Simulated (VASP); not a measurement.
# HfO2 (R-3m) in VASP: a series of runs

The runs below take HfO2 through single point, with PBE.

All numbers are computed with VASP 6.6.1; they aren't measurements. Logs are shortened: lines on timing, memory, paths and dates and some standing lists are left out, and cuts for length are marked.

## Step 1: The cell of the first run

The structure is trigonal, space group R-3m (No. 166). Conventional cell: a = 3.400 Å, b = 3.400 Å, c = 9.396 Å, α = 90.00°, β = 90.00°, γ = 120.00°. Within 2.8 Å of Hf (site symmetry -3m) lie 8 O at 2.11 to 2.35 Å. O (site symmetry 3m) has 4 Hf at 2.11 to 2.35 Å and 6 O at 2.51 Å within 2.8 Å.

## Step 2: Single point, PBE

The input, INCAR:

```
PREC     = Accurate       # precision mode
ENCUT    = 520            # plane-wave cutoff, eV
EDIFF    = 1E-6           # SCF threshold, eV
ISMEAR   = 0              # smearing method
SIGMA    = 0.05           # smearing width, eV
LREAL    = False          # projectors in reciprocal space
LASPH    = True           # aspherical terms in the spheres
NELM     = 80             # most SCF steps
ALGO     = Normal         # electronic algorithm
ISIF     = 2              # what is computed and relaxed
LWAVE    = False          # write WAVECAR
LCHARG   = False          # write CHGCAR
GGA      = PE             # functional
NBANDS   = 18             # bands
```

The input, KPOINTS:

```
Automatic mesh
0
Gamma
  8 8 8
```

The input, POSCAR:

```
HfO2
1.0
    0.2054712690      2.6095812813      2.6095812813
    2.6095812813      0.2054712690      2.6095812813
    2.6095812813      2.6095812813      0.2054712690
Hf O
1 2
Direct
    0.0000000000      0.0000000000      0.0000000000
    0.2500000000      0.2500000000      0.2500000000
    0.7500000000      0.7500000000      0.7500000000
```

Potentials or basis: VASP PAW PBE potentials, release 64 (Hf_pv, O).

Started as:

```sh
$ cat potpaw_PBE.64/Hf_pv/POTCAR potpaw_PBE.64/O/POTCAR > POTCAR
$ mpirun -np 1 vasp_std > vasp.out
```

OUTCAR:

```text
PREC = Accurate
   ENCUT = 520
   EDIFF = 1E-6
   ISMEAR = 0
   LREAL = False
   LASPH = True
   NELM = 80
   ISIF = 2
   GGA = PE

 ion  position               nearest neighbor table
   1  0.000  0.000  0.000-   3 2.11   3 2.11   2 2.11   2 2.11   3 2.11   2 2.11   3 2.35   2 2.35

   2  0.250  0.250  0.250-   1 2.11   1 2.11   1 2.11   1 2.35
   3  0.750  0.750  0.750-   1 2.11   1 2.11   1 2.11   1 2.35

  LATTYP: Found a trigonal (rhomboedric) cell.
 ALAT       =     3.6962206874
 COS(alpha) =     0.5769488427

  Lattice vectors:

 A1 = (   0.2054712690,   2.6095812813,   2.6095812813)
 A2 = (   2.6095812813,   0.2054712690,   2.6095812813)
 A3 = (   2.6095812813,   2.6095812813,   0.2054712690)

Analysis of symmetry for initial positions (statically):
=====================================================================
 Subroutine PRICEL returns:
 Original cell was already a primitive cell.

 Routine SETGRP: Setting up the symmetry group for a
 trigonal (rhombohedral) supercell.

 Subroutine GETGRP returns: Found 12 space group operations
 (whereof 12 operations were pure point group operations)
 out of a pool of 12 trial point group operations.

The static configuration has the point symmetry D_3d.

Analysis of symmetry for dynamics (positions and initial velocities):
=====================================================================
 Subroutine PRICEL returns:
 Original cell was already a primitive cell.

 Routine SETGRP: Setting up the symmetry group for a
 trigonal (rhombohedral) supercell.

 Subroutine GETGRP returns: Found 12 space group operations
 (whereof 12 operations were pure point group operations)
 out of a pool of 12 trial point group operations.

The dynamic configuration has the point symmetry D_3d.

 Subroutine INISYM returns: Found 12 space group operations
 (whereof 12 operations are pure point group operations),
 and found     1 'primitive' translations

----------------------------------------------------------------------------------------

                                     Primitive cell

  volume of cell :      31.3530

  direct lattice vectors                    reciprocal lattice vectors
     0.205471269  2.609581281  2.609581281    -0.215854815  0.200099528  0.200099528
     2.609581281  0.205471269  2.609581281     0.200099528 -0.215854815  0.200099528
     2.609581281  2.609581281  0.205471269     0.200099528  0.200099528 -0.215854815

  length of vectors
     3.696220687  3.696220687  3.696220687     0.355911426  0.355911426  0.355911426

  position of ions in fractional coordinates (direct lattice)
     0.000000000  0.000000000  0.000000000
     0.250000000  0.250000000  0.250000000
     0.750000000  0.750000000  0.750000000

  ion indices of the primitive-cell ions
   primitive index   ion index
                 1           1
                 2           2
                 3           3

----------------------------------------------------------------------------------------

 KPOINTS: Automatic mesh

Automatic generation of k-mesh.
 Grid dimensions read from file:
 generate k-points for:    8    8    8

 Generating k-lattice:

  Cartesian coordinates                     Fractional coordinates (reciprocal lattice)
    -0.026981852  0.025012441  0.025012441     0.125000000  0.000000000  0.000000000
     0.025012441 -0.026981852  0.025012441     0.000000000  0.125000000  0.000000000
     0.025012441  0.025012441 -0.026981852     0.000000000  0.000000000  0.125000000

  Length of vectors
     0.044488928  0.044488928  0.044488928

  Shift w.r.t. Gamma in fractional coordinates (k-lattice)
     0.000000000  0.000000000  0.000000000

 Subroutine IBZKPT returns following result:
 ===========================================

 Found     65 irreducible k-points:

 Following reciprocal coordinates:
            Coordinates               Weight
  0.000000  0.000000  0.000000      1.000000
  0.125000 -0.000000 -0.000000      6.000000
  0.250000 -0.000000 -0.000000      6.000000
  0.375000 -0.000000 -0.000000      6.000000
  0.500000 -0.000000 -0.000000      3.000000
  0.125000  0.125000 -0.000000      6.000000
[... 16 lines left out ...]
  0.250000  0.125000  0.125000      6.000000
  0.375000  0.125000  0.125000      6.000000
 [... further k-points ...]
   k-points           NKPTS =     65   k-points in BZ     NKDIM =     65   number of bands    NBANDS=     18
   number of dos      NEDOS =    301   number of ions     NIONS =      3
   total plane-waves  NPLWV =  21952
   dimension x,y,z NGX =    28 NGY =   28 NGZ =   28
   dimension x,y,z NGXF=    56 NGYF=   56 NGZF=   56
   ions per type =               1   2
   NGX,Y,Z   is equivalent  to a cutoff of  12.59, 12.59, 12.59 a.u.
   NGXF,Y,Z  is equivalent  to a cutoff of  25.19, 25.19, 25.19 a.u.
 SYSTEM =  unknown system
   PREC   = accura    normal or accurate (medium, high low for compatibility)
   ISTART =      0    job   : 0-new  1-cont  2-samecut
   ICHARG =      2    charge: 1-file 2-atom 10-const
   ISPIN  =      1    spin polarized calculation?
   LNONCOLLINEAR =      F non collinear calculations
   LSORBIT =      F    spin-orbit coupling
   LASPH  =      T    aspherical Exc in radial PAW
   ENCUT  =  520.0 eV  38.22 Ry    6.18 a.u.   6.87  6.87  6.87*2*pi/ulx,y,z
   NELM   =     80;   NELMIN=  2; NELMDL= -5     # of ELM steps
   EDIFF  = 0.1E-05   stopping-criterion for ELM
   LREAL  =      F    real-space projection
   EDIFFG = 0.1E-04   stopping-criterion for IOM
   NSW    =      0    number of steps for IOM
   IBRION =     -1    ionic relax: 0-MD 1-quasi-New 2-CG
   NFREE  =      0    steps in history (QN), initial steepest desc. (CG)
   ISIF   =      2    stress and relaxation
   ISYM   =      2    0-nonsym 1-usesym 2-fastsym
   POTIM  = 0.5000    time-step for ionic-motion
   TEBEG  =    0.0;   TEEND  =   0.0 temperature during run
   PSTRESS=    0.0 pullay stress
   NELECT =      22.0000    total number of electrons
   NUPDOWN=      -1.0000    fix difference up-down
   EMIN   =  10.00;   EMAX   =-10.00  energy-range for DOS
   EFERMI =   0.00;   METHOD = LEGACY
   ISMEAR =     0;   SIGMA  =   0.05  broadening in eV -4-tet -1-fermi 0-gaus
   EFERMI_NEDOS =   21; number of points for ismear=-14 and -15
   IALGO  =     38    algorithm
   IMIX   =      4    mixing-type and parameters
     AMIX     =   0.40;   BMIX     =  1.00
     AMIX_MAG =   1.60;   BMIX_MAG =  1.00
  volume/ion in A,a.u.               =      10.45        70.53
  Fermi-wavevector in a.u.,A,eV,Ry     =   1.454753  2.749085 28.794108  2.116307
  Thomas-Fermi vector in A             =   2.571867
   LORBIT       =      0    0 simple, 1 ext, 2 COOP (PROOUT), +10 PAW based schemes
   GGA     = PE    functional components
   LHFCALC =     F    Hartree Fock is set to
   AEXX    =    0.0000 exact exchange contribution
   IVDW    =     0    specifies the selected vdW correction
   LEPSILON=     F    determine dielectric tensor
   LRPA    =     F    only Hartree local field effects (RPA)
 non-spin polarized calculation
 Gauss-broadening in eV      SIGMA  =   0.05
  energy-cutoff  :      520.00
  volume of cell :       31.35
 maximum number of plane-waves:       858
   NGX = 13   NGY = 13   NGZ = 13

 number of electron      22.0000005 magnetization

 Free energy of the ion-electron system (eV)
  ---------------------------------------------------
  ext. energy  EPLUGINS =         0.00000000
  ---------------------------------------------------
  free energy    TOTEN  =       -30.03259021 eV

  energy without entropy =      -30.03259021  energy(sigma->0) =      -30.03259021

 E-fermi :   4.8236     XC(G=0): -12.0377

 val. band max:        4.5064181255   @ k =   0.5000   0.5000  -0.0000
 cond. band min:       8.5389027766   @ k =   0.5000   0.5000  -0.0000
 fundamental gap:      4.0324846511
 Fermi energy:         4.8235635535

 k-point     1 :       0.0000    0.0000    0.0000
  band No.  band energies     occupation
      1     -24.9735      2.00000
      2     -24.8559      2.00000
      3     -24.8559      2.00000
      4     -14.4118      2.00000
      5     -11.1678      2.00000
      6      -1.1935      2.00000
[... 10 lines left out ...]
     17      15.8995      0.00000
     18      17.2961      0.00000

 k-point     2 :       0.1250   -0.0000   -0.0000
  band No.  band energies     occupation
      1     -24.9811      2.00000
      2     -24.9519      2.00000
      3     -24.8706      2.00000
      4     -14.1500      2.00000
      5     -11.3817      2.00000
      6      -0.9948      2.00000
[... 10 lines left out ...]
     17      15.6604      0.00000
     18      18.0752      0.00000

 k-point     3 :       0.2500   -0.0000   -0.0000
  band No.  band energies     occupation
      1     -25.1944      2.00000
      2     -24.9753      2.00000
      3     -24.9060      2.00000
      4     -13.5577      2.00000
      5     -11.7770      2.00000
      6      -0.5521      2.00000
[... 10 lines left out ...]
     17      15.2070      0.00000
     18      18.1332      0.00000

 k-point     4 :       0.3750   -0.0000   -0.0000
  band No.  band energies     occupation
      1     -25.4114      2.00000
      2     -24.9783      2.00000
      3     -24.9410      2.00000
      4     -13.1731      2.00000
      5     -11.8588      2.00000
      6      -0.1215      2.00000
[... 375 lines left out ...]
      4     -14.2480      2.00000
      5     -11.3023      2.00000
      6      -0.8299      2.00000
[... 10 lines left out ...]
     17      15.6395      0.00000
     18      17.4319      0.00000

 k-point    23 :       0.2500    0.1250    0.1250
  band No.  band energies     occupation
      1     -25.0696      2.00000
      2     -24.9540      2.00000
      3     -24.8733      2.00000
      4     -13.9078      2.00000
      5     -11.5524      2.00000
      6      -0.8690      2.00000
[... 10 lines left out ...]
     17      15.5927      0.00000
     18      17.9561      0.00000

 k-point    24 :       0.3750    0.1250    0.1250
  band No.  band energies     occupation
      1     -25.2182      2.00000
      2     -25.0392      2.00000
      3     -24.9087      2.00000
      4     -13.3399      2.00000
      5     -11.8658      2.00000
      6      -0.6787      2.00000
[... 10 lines left out ...]
     17      15.2270      0.00000
     18      18.2253      0.00000

 [... further k-points ...]

------------------------ aborting loop because EDIFF is reached ----------------------------------------

  FORCE on cell =-STRESS in cart. coord.  units (eV):
  Direction    XX          YY          ZZ          XY          YZ          ZX
  --------------------------------------------------------------------------------------
  -------------------------------------------------------------------------------------
  Total        3.0078661      3.0078661      3.0078661     -1.2447398     -1.2447398     -1.2447398
  in kB      153.7057045    153.7057045    153.7057045    -63.6077536    -63.6077536    -63.6077536
  external PRESSURE =     153.7057045 kB  Pullay stress =       0.0000000 kB

 VOLUME and BASIS-vectors are now :
 -----------------------------------------------------------------------------
  energy-cutoff  :      520.00
  volume of cell :       31.35
      direct lattice vectors                 reciprocal lattice vectors
     0.205471269  2.609581281  2.609581281    -0.215854815  0.200099528  0.200099528
     2.609581281  0.205471269  2.609581281     0.200099528 -0.215854815  0.200099528
     2.609581281  2.609581281  0.205471269     0.200099528  0.200099528 -0.215854815

 POSITION                                       TOTAL-FORCE (eV/Angst)
 -----------------------------------------------------------------------------------
      0.00000      0.00000      0.00000         0.000000      0.000000      0.000000
      1.35616      1.35616      1.35616        -0.462021     -0.462021     -0.462021
      4.06848      4.06848      4.06848         0.462021      0.462021      0.462021
 -----------------------------------------------------------------------------------
    total drift:                                0.000000      0.000000      0.000000

  FREE ENERGIE OF THE ION-ELECTRON SYSTEM (eV)
  ---------------------------------------------------
  free  energy   TOTEN  =       -30.0325902090 eV

  energy  without entropy=      -30.0325902090  energy(sigma->0) =      -30.03259021
```

Wall time 23 s (1 thread of Intel Xeon Platinum 8488C (Sapphire Rapids), shared host); peak memory 0.18 GiB.

Results:

* Free energy: -30.0326 eV
* Pressure: 15.4 GPa
* Largest force: 0.800 eV/Å
* Band gap on the k mesh: 4.03 eV, direct

Forces on the atoms (eV/Å):
```
Hf   0.000  0.000  0.000
O   -0.462 -0.462 -0.462
O    0.462  0.462  0.462
```

Stress tensor (GPa, compression positive):
```
15.37 -6.36 -6.36
-6.36 15.37 -6.36
-6.36 -6.36 15.37
```

Caveat: spin-orbit coupling is left out, which moves the levels of the heavy elements.

## Step 3: Single point, PBE

This run uses another cell than the first one, of the same volume but with other edges.

The input, INCAR:

```
ALGO     = Normal         # electronic algorithm
EDIFF    = 1E-7           # SCF threshold, eV
ENCUT    = 520            # plane-wave cutoff, eV
GGA      = PE             # functional
ISIF     = 2              # what is computed and relaxed
ISMEAR   = 0              # smearing method
LASPH    = True           # aspherical terms in the spheres
LCHARG   = True           # write CHGCAR
LELF     = True           # ELF
LREAL    = False          # projectors in reciprocal space
LVHAR    = True         
LWAVE    = False          # write WAVECAR
NBANDS   = 18             # bands
NELM     = 60             # most SCF steps
PREC     = Accurate       # precision mode
SIGMA    = 0.05           # smearing width, eV
```

The input, KPOINTS:

```
k-points
0
Gamma
  8 8 8
```

The input, POSCAR:

```
HfO2
1.0
   -0.1973150410      2.4080772260      2.4080772260
    2.4080772260     -0.1973150410      2.4080772260
    2.4080772260      2.4080772260     -0.1973150410
Hf O
1 2
Direct
    0.0000000000      0.0000000000      0.0000000000
    0.2500000000      0.2500000000      0.2500000000
    0.7500000000      0.7500000000      0.7500000000
```

Potentials or basis: VASP PAW PBE potentials, release 64 (Hf_pv, O).

Started as:

```sh
$ cat potpaw_PBE.64/Hf_pv/POTCAR potpaw_PBE.64/O/POTCAR > POTCAR
$ mpirun -np 1 vasp_std > vasp.out
```

It took 25 s on 1 thread of Intel Xeon Platinum 8488C (Sapphire Rapids), shared host; peak memory 0.18 GiB.

Results (log left out):

```yaml
Free_energy: -29.9209 eV
Pressure: 16.9 GPa
Largest_force: 1.978 eV/Å
Band_gap_on_the_k_mesh: 4.06 eV, direct
```

Forces in eV/Å, atoms in the order of the input:
```
Hf   0.000  0.000  0.000
O    1.142  1.142  1.142
O   -1.142 -1.142 -1.142
```

Stress tensor (GPa, compression positive):
```
16.87 13.63 13.63
13.63 16.87 13.63
13.63 13.63 16.87
```

Levels at points of the mesh, in eV from the valence-band top:
| k point | band 8 | band 9 | band 10 | band 11 | band 12 | band 13 | band 14 | band 15 |
| --- | --- | --- | --- | --- | --- | --- | --- | --- |
| (0.00, 0.00, 0.00) | -5.40 | -0.58 | -0.58 | -0.57 | 4.14 | 4.14 | 6.14 | 10.44 |
| (0.50, 0.00, 0.00) | -3.04 | -2.86 | -2.01 | -1.46 | 4.43 | 5.28 | 7.01 | 9.40 |
| (0.50, 0.50, 0.00) | -3.07 | -2.13 | -1.14 | 0.00 | 4.06 | 5.98 | 6.63 | 7.82 |
| (0.50, 0.50, 0.50) | -3.51 | -2.44 | -2.00 | -2.00 | 5.24 | 5.24 | 8.49 | 9.11 |

Caveat: spin-orbit coupling is left out, which moves the levels of the heavy elements; forces of over 1 eV/Å act on the atoms, so gaps and moduli don't describe the material at rest. A k mesh can miss the band edges.
